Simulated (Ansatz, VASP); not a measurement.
**YBe in VASP and in Ansatz**

```xyz
2
Lattice="3.4213 0.0000 0.0000 0.0000 3.4213 0.0000 0.0000 0.0000 3.4234" Properties=species:S:1:pos:R:3 pbc="T T T"
Y     1.7106    1.7106    1.7117
Be    0.0000    0.0000    0.0000
```

Alike in both runs: functional PBE; k mesh 6 × 6 × 6; occupations gaussian, width 0.1 eV; no spin polarisation.

Ansatz relaxed the structure, and its values are those at the end. VASP's run is a single point on that final structure, the one shown.

|  | VASP | Ansatz |
| --- | --- | --- |
| version | VASP 6.6.1 | Ansatz 0.2.0 |
| potentials or method | VASP PAW PBE potentials, release 64 (Y_sv, Be), cutoff 520 eV | scalar-relativistic, plane waves, PAW |
| valence electrons in the cell | 13 | 13 |

```tsv
	VASP	Ansatz	Ansatz less VASP
gap on the k mesh at the Fermi level (eV)	none	none	-
pressure (GPa)	-0.1	0.0	+0.08
```

A gap of «none» marks a metal or a gap that the smearing closes.
